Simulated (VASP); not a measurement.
A run of VASP 6.6.1:

Contents of POSCAR:

```
TiPd
1.0
    2.9055681728      0.0000000000      0.0000000000
    0.0000000000      2.9055681728      0.0000000000
    0.0000000000      0.0000000000      3.9905515560
Ti Pd
1 1
Direct
    0.0000000000      0.0000000000      0.0000000000
    0.5000000000      0.5000000000      0.5000000000
```

The input INCAR.step1:

```
  PREC = Accurate
  ENCUT = 520
  ISMEAR = 1
  SIGMA = 0.01
  LREAL = F
  LASPH = T
  NELM = 100
  NBANDS = 18
  GGA = PE
  ALGO = Normal
  EDIFF = 1E-4
  LWAVE = T
  LCHARG = F
```

Contents of INCAR.step2:

```
  PREC = Accurate
  ENCUT = 520
  EDIFF = 1E-6
  ISMEAR = 1
  SIGMA = 0.01
  LREAL = F
  LASPH = T
  NELM = 100
  ALGO = Normal
  ISIF = 2
  LWAVE = F
  LCHARG = F
  METAGGA = R2SCAN
  LMIXTAU = T
  IVDW = 12
  VDW_S6 = 1.0
  VDW_S8 = 0.78981345
  VDW_A1 = 0.49484001
  VDW_A2 = 5.73083694
  NBANDS = 18
  ISTART = 1
```

File KPOINTS:

```
regular mesh
0
Gamma
  8 8 6
```

Potentials or basis: VASP PAW PBE potentials, release 64 (Ti_sv, Pd).

Command:

```bash
$ cat potpaw_PBE.64/Ti_sv/POTCAR potpaw_PBE.64/Pd/POTCAR > POTCAR
$ cp INCAR.step1 INCAR
$ mpirun -np 1 vasp_std > vasp.out
$ cp INCAR.step2 INCAR
$ mpirun -np 1 vasp_std > vasp.out
```

Hardware: 1 thread of Intel Xeon 6975P-C, with other jobs on the host.

Q: Estimate the wall time of this run.

A: It took 87 s on 1 thread of Intel Xeon 6975P-C (shared host), peak memory 0.19 GiB. Counts: k points 60.
